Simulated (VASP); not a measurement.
# In5Bi7Te5Se7 (P1) in VASP: single point with PBE

Aim: the single point of In5Bi7Te5Se7 with PBE.

All numbers are computed with VASP 6.6.1; they aren't measurements. Logs are shortened: lines on timing, memory, paths and dates and some standing lists are left out, and cuts for length are marked.

## Step 1: The cell of the first run

The typed cell holds 24 atoms: a = 8.897 Å, b = 8.811 Å, c = 10.800 Å, α = 90.13°, β = 90.65°, γ = 120.38°.

## Step 2: Single point, PBE

INCAR

```
SYSTEM = In5Bi7Te5Se7
  ALGO = Normal
  EDIFF = 1E-6
  ENCUT = 520
  GGA = PE
  ISIF = 2
  ISMEAR = 0
  ISYM = 0
  LASPH = .True.
  LCHARG = .False.
  LREAL = Auto
  LWAVE = .False.
  NBANDS = 139
  NELM = 60
  PREC = Accurate
  SIGMA = 0.1
```

KPOINTS

```
Automatic mesh
0
Gamma
  2 2 2
  0.5 0.5 0.5
```

POSCAR

```
In5Bi7Te5Se7
1.0
   -6.2604476627     -6.3218539355      0.0251688973
    0.0499191740      6.2467658642      6.2142415481
   -6.1715147849      6.2580899549     -6.2754848127
Se In Te Bi
7 5 5 7
Direct
    0.6660405104      0.3345813855      0.8333179034
   -0.0015136210      0.4993978104      0.5018520877
    0.3290098814      0.6669413593      0.1693876568
    0.8384846273      0.6735970396      0.1705435629
    0.5005658037      0.9973973090      0.4938101361
    0.9960015002      0.9975709443      0.5012046305
    0.8318247615      0.1628578265      0.1683919577
    0.5088746737      1.0064989771      0.0048954634
    0.6844683807      0.3358464928      0.3344801643
    0.1515555028      0.3324696636      0.3345514567
    0.8360438838      0.6620821204      0.6616585078
    0.3266907299      0.6695269686      0.6517829910
    0.1662438023      0.3298896534      0.8364933209
    0.5009892173      0.5003608975      0.4955130090
    0.1638990724      0.8308220565      0.8382177243
    0.6651840276      0.8353843441      0.8300128161
    0.3333262710      0.1647597983      0.1718575787
   -0.0068853363     -0.0033628466      0.0081149194
    0.8260673693      0.1706811107      0.6563184419
    0.3363651685      0.1615414812      0.6581014833
    0.5092853747      0.5078971259      0.0074632082
   -0.0081740499      0.4967005247      1.0087168915
    0.6681180197      0.8388054855      0.3310451115
    0.1635965407      0.8268091711      0.3387229516
```

Potentials or basis: VASP PAW PBE potentials, release 64 (Se, In_d, Te, Bi_d).

Run with:

```console
> cat potpaw_PBE.64/Se/POTCAR potpaw_PBE.64/In_d/POTCAR potpaw_PBE.64/Te/POTCAR potpaw_PBE.64/Bi_d/POTCAR > POTCAR
> mpirun -np 1 vasp_std > vasp.out
```

OUTCAR:

```text
SYSTEM = In5Bi7Te5Se7
   EDIFF = 1E-6
   ENCUT = 520
   GGA = PE
   ISIF = 2
   ISMEAR = 0
   ISYM = 0
   LASPH = .True.
   LREAL = Auto
   NELM = 60
   PREC = Accurate

 ion  position               nearest neighbor table
   1  0.666  0.335  0.833-  22 3.12  11 3.12   8 3.12  20 3.14  19 3.15  21 3.16
   2  0.998  0.499  0.502-  12 2.98   9 2.99  19 3.02  11 3.04  10 3.06  24 3.06
   3  0.329  0.667  0.169-  22 3.10  24 3.10  23 3.11  10 3.12   8 3.15  21 3.15
   4  0.838  0.674  0.171-  18 3.03  21 3.06  24 3.07  22 3.09  23 3.11   9 3.13
   5  0.501  0.997  0.494-  19 3.03  12 3.04  24 3.06  23 3.07  20 3.09   9 3.11
   6  0.996  0.998  0.501-  20 3.09  23 3.10  11 3.10  19 3.13  10 3.13  24 3.14
[... 16 lines left out ...]
  23  0.668  0.839  0.331-   7 3.04   5 3.07   6 3.10   3 3.11   4 3.11  14 3.14
  24  0.164  0.827  0.339-   5 3.06   2 3.06   4 3.07   3 3.10   6 3.14  17 3.15

IMPORTANT INFORMATION: All symmetrisations will be switched off!
NOSYMM: (Re-)initialisation of all symmetry stuff for point group C_1.

----------------------------------------------------------------------------------------

                                     Primitive cell

  volume of cell :     730.3321

  direct lattice vectors                    reciprocal lattice vectors
    -6.260447663 -6.321853936  0.025168897    -0.106925007 -0.052083176  0.053214703
     0.049919174  6.246765864  6.214241548    -0.054105780  0.054006490  0.107066166
    -6.171514785  6.258089955 -6.275484813    -0.054006596  0.053270546 -0.053115518

  length of vectors
     8.897172337  8.811434259 10.799675655     0.130297425  0.131557213  0.092605193

  position of ions in fractional coordinates (direct lattice)
     0.666040510  0.334581386  0.833317903
     0.998486379  0.499397810  0.501852088
     0.329009881  0.666941359  0.169387657
     0.838484627  0.673597040  0.170543563
     0.500565804  0.997397309  0.493810136
     0.996001500  0.997570944  0.501204630
[... 16 lines left out ...]
     0.668118020  0.838805486  0.331045112
     0.163596541  0.826809171  0.338722952

  ion indices of the primitive-cell ions
   primitive index   ion index
                 1           1
                 2           2
                 3           3
                 4           4
                 5           5
                 6           6
[... 16 lines left out ...]
                23          23
                24          24

----------------------------------------------------------------------------------------

 KPOINTS: Automatic mesh

Automatic generation of k-mesh.
 Grid dimensions read from file:
 generate k-points for:    2    2    2

 Generating k-lattice:

  Cartesian coordinates                     Fractional coordinates (reciprocal lattice)
    -0.053462504 -0.026041588  0.026607351     0.500000000 -0.000000000 -0.000000000
    -0.027052890  0.027003245  0.053533083    -0.000000000  0.500000000  0.000000000
    -0.027003298  0.026635273 -0.026557759     0.000000000  0.000000000  0.500000000

  Length of vectors
     0.065148713  0.065778607  0.046302596

  Shift w.r.t. Gamma in fractional coordinates (k-lattice)
     0.500000000  0.500000000  0.500000000

 Subroutine IBZKPT returns following result:
 ===========================================

 Found      4 irreducible k-points:

 Following reciprocal coordinates:
            Coordinates               Weight
  0.250000  0.250000  0.250000      2.000000
 -0.250000  0.250000  0.250000      2.000000
  0.250000 -0.250000  0.250000      2.000000
 -0.250000 -0.250000  0.250000      2.000000
   k-points           NKPTS =      4   k-points in BZ     NKDIM =      4   number of bands    NBANDS=    139
   number of dos      NEDOS =    301   number of ions     NIONS =     24
   total plane-waves  NPLWV = 392000
   dimension x,y,z NGX =    70 NGY =   70 NGZ =   80
   dimension x,y,z NGXF=   140 NGYF=  140 NGZF=  160
   ions per type =               7   5   5   7
   NGX,Y,Z   is equivalent  to a cutoff of  13.08, 13.21, 12.31 a.u.
   NGXF,Y,Z  is equivalent  to a cutoff of  26.16, 26.41, 24.63 a.u.
 SYSTEM =  In5Bi7Te5Se7
   PREC   = accura    normal or accurate (medium, high low for compatibility)
   ISTART =      0    job   : 0-new  1-cont  2-samecut
   ICHARG =      2    charge: 1-file 2-atom 10-const
   ISPIN  =      1    spin polarized calculation?
   LNONCOLLINEAR =      F non collinear calculations
   LSORBIT =      F    spin-orbit coupling
   LASPH  =      T    aspherical Exc in radial PAW
   ENCUT  =  520.0 eV  38.22 Ry    6.18 a.u.  16.54 16.38 20.08*2*pi/ulx,y,z
   NELM   =     60;   NELMIN=  2; NELMDL= -5     # of ELM steps
   EDIFF  = 0.1E-05   stopping-criterion for ELM
   LREAL  =      T    real-space projection
   EDIFFG = 0.1E-04   stopping-criterion for IOM
   NSW    =      0    number of steps for IOM
   IBRION =     -1    ionic relax: 0-MD 1-quasi-New 2-CG
   NFREE  =      0    steps in history (QN), initial steepest desc. (CG)
   ISIF   =      2    stress and relaxation
   ISYM   =      0    0-nonsym 1-usesym 2-fastsym
   POTIM  = 0.5000    time-step for ionic-motion
   TEBEG  =    0.0;   TEEND  =   0.0 temperature during run
   PSTRESS=    0.0 pullay stress
   NELECT =     242.0000    total number of electrons
   NUPDOWN=      -1.0000    fix difference up-down
   EMIN   =  10.00;   EMAX   =-10.00  energy-range for DOS
   EFERMI =   0.00;   METHOD = LEGACY
   ISMEAR =     0;   SIGMA  =   0.10  broadening in eV -4-tet -1-fermi 0-gaus
   EFERMI_NEDOS =   21; number of points for ismear=-14 and -15
   IALGO  =     38    algorithm
   IMIX   =      4    mixing-type and parameters
     AMIX     =   0.40;   BMIX     =  1.00
     AMIX_MAG =   1.60;   BMIX_MAG =  1.00
  volume/ion in A,a.u.               =      30.43       205.36
  Fermi-wavevector in a.u.,A,eV,Ry     =   1.132852  2.140780 17.461085  1.283354
  Thomas-Fermi vector in A             =   2.269554
   LORBIT       =      0    0 simple, 1 ext, 2 COOP (PROOUT), +10 PAW based schemes
   GGA     = PE    functional components
   LHFCALC =     F    Hartree Fock is set to
   AEXX    =    0.0000 exact exchange contribution
   IVDW    =     0    specifies the selected vdW correction
   LEPSILON=     F    determine dielectric tensor
   LRPA    =     F    only Hartree local field effects (RPA)
 non-spin polarized calculation
 Gauss-broadening in eV      SIGMA  =   0.10
  energy-cutoff  :      520.00
  volume of cell :      730.33
 maximum number of plane-waves:     19682
 NGX is ok and might be reduce to    70
   NGX = 33   NGY = 33   NGZ = 41

 number of electron     242.0000002 magnetization

 Free energy of the ion-electron system (eV)
  ---------------------------------------------------
  ext. energy  EPLUGINS =         0.00000000
  ---------------------------------------------------
  free energy    TOTEN  =       -86.39286253 eV

  energy without entropy =      -86.34283089  energy(sigma->0) =      -86.36784671

 E-fermi :   5.9465     XC(G=0):  -9.4536

 val. band max:        5.8943766456   @ k =   0.2500   0.2500   0.2500
 cond. band min:       6.0119362722   @ k =   0.2500   0.2500   0.2500
 fundamental gap:      0.1175596267
 Fermi energy:         5.9464878077

 k-point     1 :       0.2500    0.2500    0.2500
  band No.  band energies     occupation
      1     -17.6495      2.00000
      2     -17.6443      2.00000
      3     -17.6306      2.00000
      4     -17.6261      2.00000
      5     -17.6159      2.00000
      6     -17.4739      2.00000
[... 125 lines left out ...]
    132       7.9790      0.00000
    133       8.0480      0.00000

 k-point     2 :      -0.2500    0.2500    0.2500
  band No.  band energies     occupation
      1     -17.6496      2.00000
      2     -17.6445      2.00000
      3     -17.6306      2.00000
      4     -17.6262      2.00000
      5     -17.6160      2.00000
      6     -17.4741      2.00000
[... 125 lines left out ...]
    132       7.3788      0.00000
    133       7.4599      0.00000

 k-point     3 :       0.2500   -0.2500    0.2500
  band No.  band energies     occupation
      1     -17.6496      2.00000
      2     -17.6445      2.00000
      3     -17.6306      2.00000
      4     -17.6262      2.00000
      5     -17.6160      2.00000
      6     -17.4741      2.00000
[... 125 lines left out ...]
    132       7.8991      0.00000
    133       8.0253      0.00000

 k-point     4 :      -0.2500   -0.2500    0.2500
  band No.  band energies     occupation
      1     -17.6495      2.00000
      2     -17.6443      2.00000
      3     -17.6306      2.00000
      4     -17.6261      2.00000
      5     -17.6159      2.00000
      6     -17.4740      2.00000
[... 125 lines left out ...]
    132       7.6386      0.00000
    133       7.8963      0.00000
 [bands above 133 left out]

------------------------ aborting loop because EDIFF is reached ----------------------------------------

  FORCE on cell =-STRESS in cart. coord.  units (eV):
  Direction    XX          YY          ZZ          XY          YZ          ZX
  --------------------------------------------------------------------------------------
  -------------------------------------------------------------------------------------
  Total       -0.1255435     -0.2078600     -0.0515252     -0.1359014      0.0087253     -0.0504056
  in kB       -0.2754130     -0.4559961     -0.1130343     -0.2981359      0.0191412     -0.1105781
  external PRESSURE =      -0.2814811 kB  Pullay stress =       0.0000000 kB

 VOLUME and BASIS-vectors are now :
 -----------------------------------------------------------------------------
  energy-cutoff  :      520.00
  volume of cell :      730.33
      direct lattice vectors                 reciprocal lattice vectors
    -6.260447663 -6.321853936  0.025168897    -0.106925007 -0.052083176  0.053214703
     0.049919174  6.246765864  6.214241548    -0.054105780  0.054006490  0.107066166
    -6.171514785  6.258089955 -6.275484813    -0.054006596  0.053270546 -0.053115518

 POSITION                                       TOTAL-FORCE (eV/Angst)
 -----------------------------------------------------------------------------------
     -9.29584      3.09442     -3.13354        -0.003648     -0.009990      0.003884
     -9.32323     -0.05203     -0.02086        -0.002943      0.002139      0.009193
     -3.07183      3.14632      3.08983        -0.001289      0.010404     -0.011847
     -6.26818     -0.02570      3.13675        -0.002959      0.002070      0.001038
     -6.13153      6.15631      3.11177         0.013856      0.001803     -0.011796
     -9.27881      3.07160      3.07891        -0.005656      0.000386     -0.005938
[... 16 lines left out ...]
     -6.18390      3.08779      3.15189         0.011566      0.007121     -0.015074
     -3.07335      6.25041      3.01646         0.000697      0.003762      0.003496
 -----------------------------------------------------------------------------------
    total drift:                                0.038265      0.005747      0.004907

  FREE ENERGIE OF THE ION-ELECTRON SYSTEM (eV)
  ---------------------------------------------------
  free  energy   TOTEN  =       -86.3928625252 eV

  energy  without entropy=      -86.3428308931  energy(sigma->0) =      -86.36784671
```

Run time: 12 min. Hardware: 1 thread of Intel Xeon Platinum 8259CL at 2.50GHz (Skylake/Cascade Lake), shared host; peak memory 0.92 GiB.

What came out:

- Free energy: -86.3929 eV
- Pressure: 0.0 GPa
- Largest force: 0.031 eV/Å
- Band gap on the k mesh: zero (bands 121 and 122 overlap by 0.44 eV)

Forces in eV/Å, atoms in the order of the input:
```
Se  -0.004 -0.010  0.004
Se  -0.003  0.002  0.009
Se  -0.001  0.010 -0.012
Se  -0.003  0.002  0.001
Se   0.014  0.002 -0.012
Se  -0.006  0.000 -0.006
Se   0.010  0.009  0.002
In   0.005  0.009 -0.005
In  -0.003 -0.009 -0.001
In  -0.007 -0.008  0.017
In   0.001  0.002  0.010
In   0.006  0.000  0.016
Te  -0.008  0.014 -0.009
Te  -0.007  0.008 -0.006
Te  -0.003  0.001 -0.004
Te  -0.003 -0.006 -0.001
Te  -0.001 -0.009 -0.014
Bi  -0.006  0.002 -0.001
Bi   0.006  0.016 -0.012
Bi  -0.004 -0.005  0.005
Bi   0.012 -0.026  0.012
Bi  -0.007 -0.016  0.018
Bi   0.012  0.007 -0.015
Bi   0.001  0.004  0.003
```

Levels at points of the mesh, in eV from the Fermi level:
```csv
k point,band 117,band 118,band 119,band 120,band 121,band 122,band 123,band 124,band 125,band 126
"(0.25, 0.25, 0.25)",-0.76,-0.57,-0.48,-0.32,-0.05,0.07,0.32,0.41,0.67,0.74
```

Caveat: the k points lie up to 0.41 Å⁻¹ apart; spin-orbit coupling is left out, which moves the levels of the heavy elements.

The gap in the log of VASP goes by the Fermi energy; the results here count the filled bands.